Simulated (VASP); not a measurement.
# LiH (zincblende type) (F-43m) in VASP: further runs

The runs below take LiH (zincblende type) through single point, with PBE.

Program: VASP 6.6.1. These are calculated values, not measurements. Logs are shortened: lines on timing, memory, paths and dates and some standing lists are left out, and cuts for length are marked.

## Step 1: The cell of the first run

The structure is cubic, space group F-43m (No. 216). Conventional cell: a = 4.290 Å, b = 4.290 Å, c = 4.290 Å, α = 90.00°, β = 90.00°, γ = 90.00°. Within 2.5 Å of Li (site symmetry -43m) lie 4 H at 1.86 Å. H (site symmetry -43m) has 4 Li at 1.86 Å within 2.5 Å.

## Step 2: Single point, PBE

INCAR

```
PREC = Accurate
ENCUT = 520
EDIFF = 1E-7
ISMEAR = -1
SIGMA = 0.05
LREAL = False
LASPH = True
NELM = 60
ALGO = Normal
ISIF = 2
LWAVE = False
LCHARG = False
GGA = PE
NBANDS = 9
```

KPOINTS

```
Automatic mesh
0
Gamma
  4 4 4
```

POSCAR

```
LiH
1.0
    0.0000000000      2.1448522242      2.1448522242
    2.1448522242      0.0000000000      2.1448522242
    2.1448522242      2.1448522242      0.0000000000
Li H
1 1
Direct
    0.0000000000      0.0000000000      0.0000000000
    0.2500000000      0.2500000000      0.2500000000
```

Potentials or basis: VASP PAW PBE potentials, release 64 (Li_sv, H).

Command:

```
$ cat potpaw_PBE.64/Li_sv/POTCAR potpaw_PBE.64/H/POTCAR > POTCAR
$ mpirun -np 1 vasp_std > vasp.out
```

OUTCAR:

```text
PREC = Accurate
   ENCUT = 520
   EDIFF = 1E-7
   ISMEAR = -1
   LREAL = False
   LASPH = True
   NELM = 60
   ISIF = 2
   GGA = PE

 ion  position               nearest neighbor table
   1  0.000  0.000  0.000-
   2  0.250  0.250  0.250-

  LATTYP: Found a face centered cubic cell.
 ALAT       =     4.2897044484

  Lattice vectors:

 A1 = (   0.0000000000,   2.1448522242,   2.1448522242)
 A2 = (   2.1448522242,   0.0000000000,   2.1448522242)
 A3 = (   2.1448522242,   2.1448522242,   0.0000000000)

Analysis of symmetry for initial positions (statically):
=====================================================================
 Subroutine PRICEL returns:
 Original cell was already a primitive cell.

 Routine SETGRP: Setting up the symmetry group for a
 face centered cubic supercell.

 Subroutine GETGRP returns: Found 24 space group operations
 (whereof 24 operations were pure point group operations)
 out of a pool of 48 trial point group operations.

The static configuration has the point symmetry T_d .

Analysis of symmetry for dynamics (positions and initial velocities):
=====================================================================
 Subroutine PRICEL returns:
 Original cell was already a primitive cell.

 Routine SETGRP: Setting up the symmetry group for a
 face centered cubic supercell.

 Subroutine GETGRP returns: Found 24 space group operations
 (whereof 24 operations were pure point group operations)
 out of a pool of 48 trial point group operations.

The dynamic configuration has the point symmetry T_d .

 Subroutine INISYM returns: Found 24 space group operations
 (whereof 24 operations are pure point group operations),
 and found     1 'primitive' translations

----------------------------------------------------------------------------------------

                                     Primitive cell

  volume of cell :      19.7343

  direct lattice vectors                    reciprocal lattice vectors
     0.000000000  2.144852224  2.144852224    -0.233116293  0.233116293  0.233116293
     2.144852224  0.000000000  2.144852224     0.233116293 -0.233116293  0.233116293
     2.144852224  2.144852224  0.000000000     0.233116293  0.233116293 -0.233116293

  length of vectors
     3.033279105  3.033279105  3.033279105     0.403769264  0.403769264  0.403769264

  position of ions in fractional coordinates (direct lattice)
     0.000000000  0.000000000  0.000000000
     0.250000000  0.250000000  0.250000000

  ion indices of the primitive-cell ions
   primitive index   ion index
                 1           1
                 2           2

----------------------------------------------------------------------------------------

 KPOINTS: Automatic mesh

Automatic generation of k-mesh.
 Grid dimensions read from file:
 generate k-points for:    4    4    4

 Generating k-lattice:

  Cartesian coordinates                     Fractional coordinates (reciprocal lattice)
    -0.058279073  0.058279073  0.058279073     0.250000000  0.000000000  0.000000000
     0.058279073 -0.058279073  0.058279073     0.000000000  0.250000000  0.000000000
     0.058279073  0.058279073 -0.058279073     0.000000000  0.000000000  0.250000000

  Length of vectors
     0.100942316  0.100942316  0.100942316

  Shift w.r.t. Gamma in fractional coordinates (k-lattice)
     0.000000000  0.000000000  0.000000000

 Subroutine IBZKPT returns following result:
 ===========================================

 Found      8 irreducible k-points:

 Following reciprocal coordinates:
            Coordinates               Weight
  0.000000  0.000000  0.000000      1.000000
  0.250000  0.000000  0.000000      8.000000
  0.500000  0.000000  0.000000      4.000000
  0.250000  0.250000  0.000000      6.000000
  0.500000  0.250000  0.000000     24.000000
 -0.250000  0.250000  0.000000     12.000000
  0.500000  0.500000  0.000000      3.000000
 -0.250000  0.500000  0.250000      6.000000
   k-points           NKPTS =      8   k-points in BZ     NKDIM =      8   number of bands    NBANDS=      9
   number of dos      NEDOS =    301   number of ions     NIONS =      2
   total plane-waves  NPLWV =  13824
   dimension x,y,z NGX =    24 NGY =   24 NGZ =   24
   dimension x,y,z NGXF=    48 NGYF=   48 NGZF=   48
   ions per type =               1   1
   NGX,Y,Z   is equivalent  to a cutoff of  13.15, 13.15, 13.15 a.u.
   NGXF,Y,Z  is equivalent  to a cutoff of  26.31, 26.31, 26.31 a.u.
 SYSTEM =  unknown system
   PREC   = accura    normal or accurate (medium, high low for compatibility)
   ISTART =      0    job   : 0-new  1-cont  2-samecut
   ICHARG =      2    charge: 1-file 2-atom 10-const
   ISPIN  =      1    spin polarized calculation?
   LNONCOLLINEAR =      F non collinear calculations
   LSORBIT =      F    spin-orbit coupling
   LASPH  =      T    aspherical Exc in radial PAW
   ENCUT  =  520.0 eV  38.22 Ry    6.18 a.u.   5.64  5.64  5.64*2*pi/ulx,y,z
   NELM   =     60;   NELMIN=  2; NELMDL= -5     # of ELM steps
   EDIFF  = 0.1E-06   stopping-criterion for ELM
   LREAL  =      F    real-space projection
   EDIFFG = 0.1E-05   stopping-criterion for IOM
   NSW    =      0    number of steps for IOM
   IBRION =     -1    ionic relax: 0-MD 1-quasi-New 2-CG
   NFREE  =      0    steps in history (QN), initial steepest desc. (CG)
   ISIF   =      2    stress and relaxation
   ISYM   =      2    0-nonsym 1-usesym 2-fastsym
   POTIM  = 0.5000    time-step for ionic-motion
   TEBEG  =    0.0;   TEEND  =   0.0 temperature during run
   PSTRESS=    0.0 pullay stress
   NELECT =       4.0000    total number of electrons
   NUPDOWN=      -1.0000    fix difference up-down
   EMIN   =  10.00;   EMAX   =-10.00  energy-range for DOS
   EFERMI =   0.00;   METHOD = LEGACY
   ISMEAR =    -1;   SIGMA  =   0.05  broadening in eV -4-tet -1-fermi 0-gaus
   EFERMI_NEDOS =   21; number of points for ismear=-14 and -15
   IALGO  =     38    algorithm
   IMIX   =      4    mixing-type and parameters
     AMIX     =   0.40;   BMIX     =  1.00
     AMIX_MAG =   1.60;   BMIX_MAG =  1.00
  volume/ion in A,a.u.               =       9.87        66.59
  Fermi-wavevector in a.u.,A,eV,Ry     =   0.961658  1.817271 12.582487  0.924787
  Thomas-Fermi vector in A             =   2.091049
   LORBIT       =      0    0 simple, 1 ext, 2 COOP (PROOUT), +10 PAW based schemes
   GGA     = PE    functional components
   LHFCALC =     F    Hartree Fock is set to
   AEXX    =    0.0000 exact exchange contribution
   IVDW    =     0    specifies the selected vdW correction
   LEPSILON=     F    determine dielectric tensor
   LRPA    =     F    only Hartree local field effects (RPA)
 non-spin polarized calculation
  energy-cutoff  :      520.00
  volume of cell :       19.73
 maximum number of plane-waves:       544
 NGX is ok and might be reduce to    24
   NGX = 11   NGY = 11   NGZ = 11

 number of electron       3.9999993 magnetization

 Free energy of the ion-electron system (eV)
  ---------------------------------------------------
  ext. energy  EPLUGINS =         0.00000000
  ---------------------------------------------------
  free energy    TOTEN  =        -6.03428930 eV

  energy without entropy =       -6.03428930  energy(sigma->0) =       -6.03428930

 E-fermi :  -0.5268     XC(G=0):  -7.6984

 val. band max:       -1.6521760914   @ k =  -0.2500   0.5000   0.2500
 cond. band min:       2.5514012728   @ k =   0.5000   0.0000   0.0000
 fundamental gap:      4.2035773642
 Fermi energy:        -0.5268301843

 k-point     1 :       0.0000    0.0000    0.0000
  band No.  band energies     occupation
      1     -45.0071      2.00000
      2      -5.3546      2.00000
      3      11.4080      0.00000
      4      15.6166      0.00000
      5      15.6166      0.00000
      6      15.6166      0.00000
      7      18.1823      0.00000
      8      18.1823      0.00000
      9      18.1823      0.00000

 k-point     2 :       0.2500    0.0000    0.0000
  band No.  band energies     occupation
      1     -44.9957      2.00000
      2      -4.3990      2.00000
      3       6.6868      0.00000
      4      13.9671      0.00000
      5      13.9671      0.00000
      6      14.1375      0.00000
      7      19.2742      0.00000
      8      19.2742      0.00000
      9      21.0457      0.00000

 k-point     3 :       0.5000    0.0000    0.0000
  band No.  band energies     occupation
      1     -44.9845      2.00000
      2      -2.7218      2.00000
      3       2.5514      0.00000
      4      13.4018      0.00000
      5      13.4018      0.00000
      6      14.3993      0.00000
      7      17.3225      0.00000
      8      17.3225      0.00000
      9      20.9831      0.00000

 k-point     4 :       0.2500    0.2500    0.0000
  band No.  band energies     occupation
      1     -44.9920      2.00000
      2      -4.0930      2.00000
      3       8.0629      0.00000
      4      11.0114      0.00000
      5      11.0114      0.00000
      6      13.2945      0.00000
      7      16.3122      0.00000
      8      24.3034      0.00000
      9      25.0025      0.00000

 k-point     5 :       0.5000    0.2500    0.0000
  band No.  band energies     occupation
      1     -44.9807      2.00000
      2      -2.4010      2.00000
      3       3.8854      0.00000
      4       8.7489      0.00000
      5      10.4920      0.00000
      6      13.3151      0.00000
      7      18.4663      0.00000
      8      23.1662      0.00000
      9      23.6399      0.00000

 k-point     6 :      -0.2500    0.2500    0.0000
  band No.  band energies     occupation
      1     -44.9845      2.00000
      2      -2.9855      2.00000
      3       4.2983      0.00000
      4       8.8382      0.00000
      5      12.6919      0.00000
      6      14.6709      0.00000
      7      18.7770      0.00000
      8      21.3334      0.00000
      9      22.6129      0.00000

 k-point     7 :       0.5000    0.5000    0.0000
  band No.  band energies     occupation
      1     -44.9771      2.00000
      2      -2.0047      2.00000
      3       5.5329      0.00000
      4       8.2969      0.00000
      5       9.0764      0.00000
      6       9.0764      0.00000
      7      16.7117      0.00000
      8      26.8534      0.00000
      9      31.0994      0.00000

 k-point     8 :      -0.2500    0.5000    0.2500
  band No.  band energies     occupation
      1     -44.9770      2.00000
      2      -1.6522      2.00000
      3       4.7028      0.00000
      4       5.2135      0.00000
      5       9.3507      0.00000
      6      16.3947      0.00000
      7      18.4389      0.00000
      8      19.8210      0.00000
      9      25.1915      0.00000

------------------------ aborting loop because EDIFF is reached ----------------------------------------

  FORCE on cell =-STRESS in cart. coord.  units (eV):
  Direction    XX          YY          ZZ          XY          YZ          ZX
  --------------------------------------------------------------------------------------
  -------------------------------------------------------------------------------------
  Total       -0.0322700     -0.0322700     -0.0322700      0.0000000      0.0000000      0.0000000
  in kB       -2.6199146     -2.6199146     -2.6199146      0.0000000      0.0000000      0.0000000
  external PRESSURE =      -2.6199146 kB  Pullay stress =       0.0000000 kB

 VOLUME and BASIS-vectors are now :
 -----------------------------------------------------------------------------
  energy-cutoff  :      520.00
  volume of cell :       19.73
      direct lattice vectors                 reciprocal lattice vectors
     0.000000000  2.144852224  2.144852224    -0.233116293  0.233116293  0.233116293
     2.144852224  0.000000000  2.144852224     0.233116293 -0.233116293  0.233116293
     2.144852224  2.144852224  0.000000000     0.233116293  0.233116293 -0.233116293

 POSITION                                       TOTAL-FORCE (eV/Angst)
 -----------------------------------------------------------------------------------
      0.00000      0.00000      0.00000        -0.000000     -0.000000     -0.000000
      1.07243      1.07243      1.07243         0.000000      0.000000      0.000000
 -----------------------------------------------------------------------------------
    total drift:                                0.000000      0.000000     -0.000000

  FREE ENERGIE OF THE ION-ELECTRON SYSTEM (eV)
  ---------------------------------------------------
  free  energy   TOTEN  =        -6.0342892994 eV

  energy  without entropy=       -6.0342892994  energy(sigma->0) =       -6.03428930
```

Wall time 1.7 s (1 thread of Intel Xeon Platinum 8488C (Sapphire Rapids), shared host); peak memory 0.13 GiB.

What came out:

```
Free energy            : -6.0343 eV
Band gap on the k mesh : 4.20 eV, indirect (least direct gap 5.27 eV)
```

Caveat: the k points lie up to 0.63 Å⁻¹ apart; the cutoff is under 1.25 times the usual one of these potentials, so pressure, stress and relaxed cells hold a basis-set (Pulay) error. A k mesh can miss the band edges.

## Step 3: Single point, PBE

INCAR

```
  PREC = Accurate
  ENCUT = 520
  EDIFF = 1E-6
  ISMEAR = -1
  SIGMA = 0.05
  LREAL = F
  LASPH = T
  NELM = 60
  ALGO = Normal
  ISIF = 2
  LWAVE = F
  LCHARG = T
  GGA = PE
  LELF = T
  LVHAR = T
  NBANDS = 9
```

KPOINTS

```
Automatic mesh
0
Gamma
  6 6 6
```

POSCAR is that of step 2.

Potentials or basis: VASP PAW PBE potentials, release 64 (Li_sv, H).

Command:

```
$ cat potpaw_PBE.64/Li_sv/POTCAR potpaw_PBE.64/H/POTCAR > POTCAR
$ mpirun -np 1 vasp_std > vasp.out
```

Run time: 2.4 s. Hardware: 1 thread of Intel Xeon Platinum 8488C (Sapphire Rapids), shared host; peak memory 0.12 GiB.

It converged, with:

```
Free energy            : -6.0305 eV
Band gap on the k mesh : 4.30 eV, indirect (least direct gap 5.27 eV)
```

Levels at points of the mesh, in eV from the valence-band top:
| k point | band 1 | band 2 | band 3 | band 4 | band 5 | band 6 |
| --- | --- | --- | --- | --- | --- | --- |
| (0.00, 0.00, 0.00) | -43.27 | -3.61 | 13.16 | 17.36 | 17.36 | 17.36 |
| (0.50, 0.00, 0.00) | -43.24 | -0.97 | 4.30 | 15.15 | 15.15 | 16.15 |
| (0.50, 0.50, 0.00) | -43.23 | -0.26 | 7.28 | 10.05 | 10.82 | 10.82 |

Caveat: the k points lie up to 0.42 Å⁻¹ apart; the cutoff is under 1.25 times the usual one of these potentials, so pressure, stress and relaxed cells hold a basis-set (Pulay) error. A k mesh can miss the band edges.

## Step 4: Single point, PBE

INCAR

```
SYSTEM = LiH
ALGO = Normal
EDIFF = 1E-6
ENCUT = 520
GGA = PE
ISIF = 2
ISMEAR = -1
LASPH = .True.
LCHARG = .False.
LREAL = .False.
LWAVE = .False.
NBANDS = 9
NELM = 100
PREC = Accurate
SIGMA = 0.05
```

KPOINTS

```
k-points
0
Gamma
  10 10 10
  0 0 0
```

POSCAR is that of step 3.

Potentials or basis: VASP PAW PBE potentials, release 64 (Li_sv, H).

Command:

```
$ cat potpaw_PBE.64/Li_sv/POTCAR potpaw_PBE.64/H/POTCAR > POTCAR
$ mpirun -np 1 vasp_std > vasp.out
```

OUTCAR:

```text
SYSTEM = LiH
   EDIFF = 1E-6
   ENCUT = 520
   GGA = PE
   ISIF = 2
   ISMEAR = -1
   LASPH = .True.
   LREAL = .False.
   NELM = 100
   PREC = Accurate

 ion  position               nearest neighbor table
   1  0.000  0.000  0.000-
   2  0.250  0.250  0.250-

  LATTYP: Found a face centered cubic cell.
 ALAT       =     4.2897044484

  Lattice vectors:

 A1 = (   0.0000000000,   2.1448522242,   2.1448522242)
 A2 = (   2.1448522242,   0.0000000000,   2.1448522242)
[... 472 lines left out ...]
------------------------ aborting loop because EDIFF is reached ----------------------------------------

  FORCE on cell =-STRESS in cart. coord.  units (eV):
  Direction    XX          YY          ZZ          XY          YZ          ZX
  --------------------------------------------------------------------------------------
  -------------------------------------------------------------------------------------
  Total       -0.0240471     -0.0240471     -0.0240471     -0.0000000      0.0000000      0.0000000
  in kB       -1.9523170     -1.9523170     -1.9523170     -0.0000000      0.0000000      0.0000000
  external PRESSURE =      -1.9523170 kB  Pullay stress =       0.0000000 kB

 VOLUME and BASIS-vectors are now :
 -----------------------------------------------------------------------------
  energy-cutoff  :      520.00
  volume of cell :       19.73
      direct lattice vectors                 reciprocal lattice vectors
     0.000000000  2.144852224  2.144852224    -0.233116293  0.233116293  0.233116293
     2.144852224  0.000000000  2.144852224     0.233116293 -0.233116293  0.233116293
     2.144852224  2.144852224  0.000000000     0.233116293  0.233116293 -0.233116293

 POSITION                                       TOTAL-FORCE (eV/Angst)
 -----------------------------------------------------------------------------------
      0.00000      0.00000      0.00000        -0.000000     -0.000000     -0.000000
      1.07243      1.07243      1.07243         0.000000      0.000000      0.000000
 -----------------------------------------------------------------------------------
    total drift:                               -0.000000     -0.000000     -0.000000

  FREE ENERGIE OF THE ION-ELECTRON SYSTEM (eV)
  ---------------------------------------------------
  free  energy   TOTEN  =        -6.0306464483 eV

  energy  without entropy=       -6.0306464483  energy(sigma->0) =       -6.03064645
```

stdout:

```text
POSCAR found type information on POSCAR LiH
 POSCAR found :  2 types and       2 ions
 scaLAPACK will be used
 LDA part: xc-table for (Slater+PW92), standard interpolation
 POSCAR, INCAR and KPOINTS ok, starting setup
 FFT: planning ... GRIDC
 FFT: planning ... GRID_SOFT
 FFT: planning ... GRID
 WAVECAR not read
 entering main loop
```

It took 3.8 s on 1 thread of Intel Xeon Platinum 8488C (Sapphire Rapids), shared host; peak memory 0.13 GiB.

Results:

```yaml
Free_energy: -6.0306 eV
Band_gap_on_the_k_mesh: 4.24 eV, indirect (least direct gap 5.27 eV)
```

Levels at points of the mesh, in eV from the valence-band top:
```tsv
k point	band 1	band 2	band 3	band 4	band 5	band 6
(0.00, 0.00, 0.00)	-43.32	-3.67	13.10	17.30	17.30	17.30
(0.50, 0.00, 0.00)	-43.30	-1.03	4.24	15.09	15.09	16.09
(0.50, 0.50, 0.00)	-43.29	-0.31	7.22	9.99	10.76	10.76
```

Caveat: the cutoff is under 1.25 times the usual one of these potentials, so pressure, stress and relaxed cells hold a basis-set (Pulay) error. A k mesh can miss the band edges.

(Part 1 of 2 ends here.)
